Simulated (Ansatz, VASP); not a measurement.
## One calculation of Fe, two programs

Contents of INCAR:

```
SYSTEM = Fe
  ALGO = Normal
  EDIFF = 1E-6
  ENCUT = 520
  GGA = PS
  ISIF = 2
  ISMEAR = -1
  ISPIN = 2
  LASPH = .TRUE.
  LCHARG = .FALSE.
  LMAXMIX = 4
  LORBIT = 11
  LREAL = .FALSE.
  LWAVE = .FALSE.
  MAGMOM = 3
  NBANDS = 14
  NELM = 150
  PREC = Accurate
  SIGMA = 0.05
```

KPOINTS

```
k-points
0
G
  13 13 13
  0 0 0
```

POSCAR

```
Fe
1.0
   -1.4815330000      1.4342380000      1.4590090000
    1.4675270000     -1.4309640000      1.4417290000
    1.4535380000      1.4029680000     -1.4557350000
Fe
1
Direct
   -0.0127860000     -0.0069470000     -0.0146850000
```

File input.yaml:

```yaml
crystal:
  lattice:
    - [-1.481533, 1.434238, 1.459009]
    - [1.467527, -1.430964, 1.441729]
    - [1.453538, 1.402968, -1.455735]
  atoms:
    - { symbol: Fe, position: [-0.012786, -0.006947, -0.014685], spin: 3.0 }
kpoints:
  mp_grid: { grid: [13, 13, 13] }
scf:
  occupations: { method: fermi_dirac, width: 0.05 }
hamiltonian:
  xc: pbesol
  pseudopotentials: { kind: all_electron, lapw: { basis_error: 0.001 } }
magnetization:
  spin_polarized: true
output:
  forces: true
  stress: true
  eigenvalues: true
  populations: true
```

Change from the starting cell: cell strained at random at fixed volume.

Alike in both runs: task single point; functional PBEsol; k mesh 13 × 13 × 13; occupations fermi-dirac, width 0.05 eV; collinear spin.

|  | VASP | Ansatz |
| --- | --- | --- |
| version | VASP 6.6.1 | Ansatz 0.2.0 |
| potentials or method | VASP PAW PBE potentials, release 64 (Fe), cutoff 520 eV | all-electron LAPW, scalar-relativistic |

Ansatz gave:

- gap on the k mesh at the Fermi level (eV): none
- pressure (GPa): -17.9
- traceless stress, the component that is largest in VASP (GPa): 1.54
- net moment per atom (μB): 2.26
- size of the moment on the site where the two differ most (μB): 2.31

Q: What did VASP give for the same quantities?

A: gap on the k mesh at the Fermi level (eV): none; pressure (GPa): -17.4; traceless stress, the component that is largest in VASP (GPa): 1.46; net moment per atom (μB): 2.30; size of the moment on the site where the two differ most (μB): 2.30.

VASP's potentials were made for PBE, not for PBEsol. Site moments also hang on the region over which each program counts them. A gap of «none» marks a metal or a gap that the smearing closes. Ansatz ran all-electron here, and VASP with PAW potentials.
